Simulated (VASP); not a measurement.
# Br (Fm-3m) in VASP: notebook

Runs on Br. Level: PBE. Tasks: single point.

Everything below comes from runs of VASP 6.6.1. Logs are shortened: lines on timing, memory, paths and dates and some standing lists are left out, and cuts for length are marked.

### 1 The cell of the first run

The structure is cubic, space group Fm-3m (No. 225). The conventional cell has a = 4.688 Å, b = 4.688 Å, c = 4.688 Å, α = 90.00°, β = 90.00°, γ = 90.00°. Br (site symmetry m-3m) has 12 Br at 3.31 Å within 4.4 Å.

### 2 Single point, PBE

INCAR reads:

```
PREC = Accurate
ENCUT = 520
EDIFF = 1E-6
ISMEAR = 1
SIGMA = 0.02
LREAL = False
LASPH = True
NELM = 100
ALGO = Normal
ISIF = 2
LWAVE = False
LCHARG = False
GGA = PE
NBANDS = 10
```

KPOINTS reads:

```
regular mesh
0
Gamma
  16 16 16
```

POSCAR reads:

```
Br
1.0
    0.0000000000      2.3438110193      2.3438110193
    2.3438110193      0.0000000000      2.3438110193
    2.3438110193      2.3438110193      0.0000000000
Br
1
Direct
    0.0000000000      0.0000000000      0.0000000000
```

Potentials or basis: VASP PAW PBE potentials, release 64 (Br).

Command:

```bash
$ cat potpaw_PBE.64/Br/POTCAR > POTCAR
$ mpirun -np 1 vasp_std > vasp.out
```

OUTCAR:

```text
PREC = Accurate
   ENCUT = 520
   EDIFF = 1E-6
   ISMEAR = 1
   LREAL = False
   LASPH = True
   NELM = 100
   ISIF = 2
   GGA = PE

 ion  position               nearest neighbor table
   1  0.000  0.000  0.000-

  LATTYP: Found a face centered cubic cell.
 ALAT       =     4.6876220386

  Lattice vectors:

 A1 = (   0.0000000000,   2.3438110193,   2.3438110193)
 A2 = (   2.3438110193,   0.0000000000,   2.3438110193)
 A3 = (   2.3438110193,   2.3438110193,   0.0000000000)

Analysis of symmetry for initial positions (statically):
=====================================================================
 Subroutine PRICEL returns:
 Original cell was already a primitive cell.

 Routine SETGRP: Setting up the symmetry group for a
 face centered cubic supercell.

 Subroutine GETGRP returns: Found 48 space group operations
 (whereof 48 operations were pure point group operations)
 out of a pool of 48 trial point group operations.

The static configuration has the point symmetry O_h .

Analysis of symmetry for dynamics (positions and initial velocities):
=====================================================================
 Subroutine PRICEL returns:
 Original cell was already a primitive cell.

 Routine SETGRP: Setting up the symmetry group for a
 face centered cubic supercell.

 Subroutine GETGRP returns: Found 48 space group operations
 (whereof 48 operations were pure point group operations)
 out of a pool of 48 trial point group operations.

The dynamic configuration has the point symmetry O_h .

 Subroutine INISYM returns: Found 48 space group operations
 (whereof 48 operations are pure point group operations),
 and found     1 'primitive' translations

----------------------------------------------------------------------------------------

                                     Primitive cell

  volume of cell :      25.7512

  direct lattice vectors                    reciprocal lattice vectors
     0.000000000  2.343811019  2.343811019    -0.213327779  0.213327779  0.213327779
     2.343811019  0.000000000  2.343811019     0.213327779 -0.213327779  0.213327779
     2.343811019  2.343811019  0.000000000     0.213327779  0.213327779 -0.213327779

  length of vectors
     3.314649331  3.314649331  3.314649331     0.369494553  0.369494553  0.369494553

  position of ions in fractional coordinates (direct lattice)
     0.000000000  0.000000000  0.000000000

  ion indices of the primitive-cell ions
   primitive index   ion index
                 1           1

----------------------------------------------------------------------------------------

 KPOINTS: regular mesh

Automatic generation of k-mesh.
 Grid dimensions read from file:
 generate k-points for:   16   16   16

 Generating k-lattice:

  Cartesian coordinates                     Fractional coordinates (reciprocal lattice)
    -0.013332986  0.013332986  0.013332986     0.062500000  0.000000000  0.000000000
     0.013332986 -0.013332986  0.013332986     0.000000000  0.062500000  0.000000000
     0.013332986  0.013332986 -0.013332986     0.000000000  0.000000000  0.062500000

  Length of vectors
     0.023093410  0.023093410  0.023093410

  Shift w.r.t. Gamma in fractional coordinates (k-lattice)
     0.000000000  0.000000000  0.000000000

 Subroutine IBZKPT returns following result:
 ===========================================

 Found    145 irreducible k-points:

 Following reciprocal coordinates:
            Coordinates               Weight
  0.000000  0.000000  0.000000      1.000000
  0.062500  0.000000  0.000000      8.000000
  0.125000  0.000000  0.000000      8.000000
  0.187500  0.000000  0.000000      8.000000
  0.250000  0.000000  0.000000      8.000000
  0.312500  0.000000  0.000000      8.000000
[... 16 lines left out ...]
 -0.125000  0.062500  0.000000     24.000000
 -0.062500  0.062500  0.000000     12.000000
 [... further k-points ...]
   k-points           NKPTS =    145   k-points in BZ     NKDIM =    145   number of bands    NBANDS=     10
   number of dos      NEDOS =    301   number of ions     NIONS =      1
   total plane-waves  NPLWV =  21952
   dimension x,y,z NGX =    28 NGY =   28 NGZ =   28
   dimension x,y,z NGXF=    56 NGYF=   56 NGZF=   56
   ions per type =               1
   NGX,Y,Z   is equivalent  to a cutoff of  14.04, 14.04, 14.04 a.u.
   NGXF,Y,Z  is equivalent  to a cutoff of  28.09, 28.09, 28.09 a.u.
 SYSTEM =  unknown system
   PREC   = accura    normal or accurate (medium, high low for compatibility)
   ISTART =      0    job   : 0-new  1-cont  2-samecut
   ICHARG =      2    charge: 1-file 2-atom 10-const
   ISPIN  =      1    spin polarized calculation?
   LNONCOLLINEAR =      F non collinear calculations
   LSORBIT =      F    spin-orbit coupling
   LASPH  =      T    aspherical Exc in radial PAW
   ENCUT  =  520.0 eV  38.22 Ry    6.18 a.u.   6.16  6.16  6.16*2*pi/ulx,y,z
   NELM   =    100;   NELMIN=  2; NELMDL= -5     # of ELM steps
   EDIFF  = 0.1E-05   stopping-criterion for ELM
   LREAL  =      F    real-space projection
   EDIFFG = 0.1E-04   stopping-criterion for IOM
   NSW    =      0    number of steps for IOM
   IBRION =     -1    ionic relax: 0-MD 1-quasi-New 2-CG
   NFREE  =      0    steps in history (QN), initial steepest desc. (CG)
   ISIF   =      2    stress and relaxation
   ISYM   =      2    0-nonsym 1-usesym 2-fastsym
   POTIM  = 0.5000    time-step for ionic-motion
   TEBEG  =    0.0;   TEEND  =   0.0 temperature during run
   PSTRESS=    0.0 pullay stress
   NELECT =       7.0000    total number of electrons
   NUPDOWN=      -1.0000    fix difference up-down
   EMIN   =  10.00;   EMAX   =-10.00  energy-range for DOS
   EFERMI =   0.00;   METHOD = LEGACY
   ISMEAR =     1;   SIGMA  =   0.02  broadening in eV -4-tet -1-fermi 0-gaus
   EFERMI_NEDOS =   21; number of points for ismear=-14 and -15
   IALGO  =     38    algorithm
   IMIX   =      4    mixing-type and parameters
     AMIX     =   0.40;   BMIX     =  1.00
     AMIX_MAG =   1.60;   BMIX_MAG =  1.00
  volume/ion in A,a.u.               =      25.75       173.78
  Fermi-wavevector in a.u.,A,eV,Ry     =   1.060494  2.004043 15.301761  1.124648
  Thomas-Fermi vector in A             =   2.195877
   LORBIT       =      0    0 simple, 1 ext, 2 COOP (PROOUT), +10 PAW based schemes
   GGA     = PE    functional components
   LHFCALC =     F    Hartree Fock is set to
   AEXX    =    0.0000 exact exchange contribution
   IVDW    =     0    specifies the selected vdW correction
   LEPSILON=     F    determine dielectric tensor
   LRPA    =     F    only Hartree local field effects (RPA)
 non-spin polarized calculation
 Methfessel and Paxton  Order N= 1 SIGMA  =   0.02
  energy-cutoff  :      520.00
  volume of cell :       25.75
 maximum number of plane-waves:       702
 NGX is ok and might be reduce to    28
   NGX = 13   NGY = 13   NGZ = 13

 number of electron       6.9999999 magnetization

 Free energy of the ion-electron system (eV)
  ---------------------------------------------------
  ext. energy  EPLUGINS =         0.00000000
  ---------------------------------------------------
  free energy    TOTEN  =        -0.97614431 eV

  energy without entropy =       -0.97612434  energy(sigma->0) =       -0.97613765

 E-fermi :   1.7730     XC(G=0):  -9.4238

 val. band max:        1.7664432465   @ k =   0.2500   0.1875   0.0000
 cond. band min:       1.7749307305   @ k =  -0.4375   0.0625   0.0000
 fundamental gap:      0.0084874839
 Fermi energy:         1.7729565191

 k-point     1 :       0.0000    0.0000    0.0000
  band No.  band energies     occupation
      1     -13.6321      2.00000
      2       2.6875      0.00000
      3       2.6875      0.00000
      4       2.6875      0.00000
      5       9.9104      0.00000
      6      14.3356      0.00000
      7      14.3356      0.00000
      8      14.3356      0.00000
      9      18.4858      0.00000
     10      18.6040      0.00000

 k-point     2 :       0.0625    0.0000    0.0000
  band No.  band energies     occupation
      1     -13.5881      2.00000
      2       2.3750      0.00000
      3       2.6582      0.00000
      4       2.6582      0.00000
      5      10.1812      0.00000
      6      14.0816      0.00000
      7      14.4324      0.00000
      8      14.4324      0.00000
      9      18.3047      0.00000
     10      18.3047      0.00000

 k-point     3 :       0.1250    0.0000    0.0000
  band No.  band energies     occupation
      1     -13.4592      2.00000
      2       1.5850      2.00000
      3       2.5769      0.00000
      4       2.5769      0.00000
      5      10.7604      0.00000
      6      13.7106      0.00000
      7      14.6650      0.00000
      8      14.6650      0.00000
      9      17.7601      0.00000
     10      17.7601      0.00000

 k-point     4 :       0.1875    0.0000    0.0000
  band No.  band energies     occupation
      1     -13.2558      2.00000
      2       0.5730      2.00000
      3       2.4607      0.00000
      4       2.4607      0.00000
      5      11.0906      0.00000
      6      13.8655      0.00000
      7      14.8210      0.00000
      8      14.8210      0.00000
      9      17.5083      0.00000
     10      17.5083      0.00000
[... 222 lines left out ...]
 k-point    22 :      -0.1875    0.0625    0.0000
  band No.  band energies     occupation
      1     -13.1394      2.00000
      2       0.1941      2.00000
      3       2.1134     -0.00000
      4       2.5125      0.00000
      5      11.3337      0.00000
      6      13.7468      0.00000
      7      14.8064      0.00000
      8      14.8617      0.00000
      9      16.7540      0.00000
     10      18.4302      0.00000

 k-point    23 :      -0.1250    0.0625    0.0000
  band No.  band energies     occupation
      1     -13.3618      2.00000
      2       1.1798      2.00000
      3       2.2893      0.00000
      4       2.6149      0.00000
      5      11.1456      0.00000
      6      13.4048      0.00000
      7      14.7683      0.00000
      8      14.9252      0.00000
      9      16.9112      0.00000
     10      18.1236      0.00000

 k-point    24 :      -0.0625    0.0625    0.0000
  band No.  band energies     occupation
      1     -13.5157      2.00000
      2       1.9785     -0.00000
      3       2.4827      0.00000
      4       2.6675      0.00000
      5      10.5712      0.00000
      6      13.7139      0.00000
      7      14.5274      0.00000
      8      14.7076      0.00000
      9      17.5731      0.00000
     10      18.2954      0.00000

 [... further k-points ...]
[... 5 lines left out ...]
  --------------------------------------------------------------------------------------
  -------------------------------------------------------------------------------------
  Total        0.1000854      0.1000854      0.1000854      0.0000000      0.0000000      0.0000000
  in kB        6.2270646      6.2270646      6.2270646      0.0000000      0.0000000      0.0000000
  external PRESSURE =       6.2270646 kB  Pullay stress =       0.0000000 kB

 VOLUME and BASIS-vectors are now :
 -----------------------------------------------------------------------------
  energy-cutoff  :      520.00
  volume of cell :       25.75
      direct lattice vectors                 reciprocal lattice vectors
     0.000000000  2.343811019  2.343811019    -0.213327779  0.213327779  0.213327779
     2.343811019  0.000000000  2.343811019     0.213327779 -0.213327779  0.213327779
     2.343811019  2.343811019  0.000000000     0.213327779  0.213327779 -0.213327779

 POSITION                                       TOTAL-FORCE (eV/Angst)
 -----------------------------------------------------------------------------------
      0.00000      0.00000      0.00000         0.000000      0.000000      0.000000
 -----------------------------------------------------------------------------------
    total drift:                                0.000000      0.000000      0.000000

  FREE ENERGIE OF THE ION-ELECTRON SYSTEM (eV)
  ---------------------------------------------------
  free  energy   TOTEN  =        -0.9761443103 eV

  energy  without entropy=       -0.9761243405  energy(sigma->0) =       -0.97613765
```

It took 45 s on 1 thread of Intel Xeon 8259CL, shared host; peak memory 0.18 GiB.

What came out:

- Free energy: -0.9761 eV
- Pressure: 0.6 GPa

Caveat: an odd number of electrons without spin polarisation forces a metal; a magnetic or distorted state may lie lower.

(Continued in part 2 of 2.)
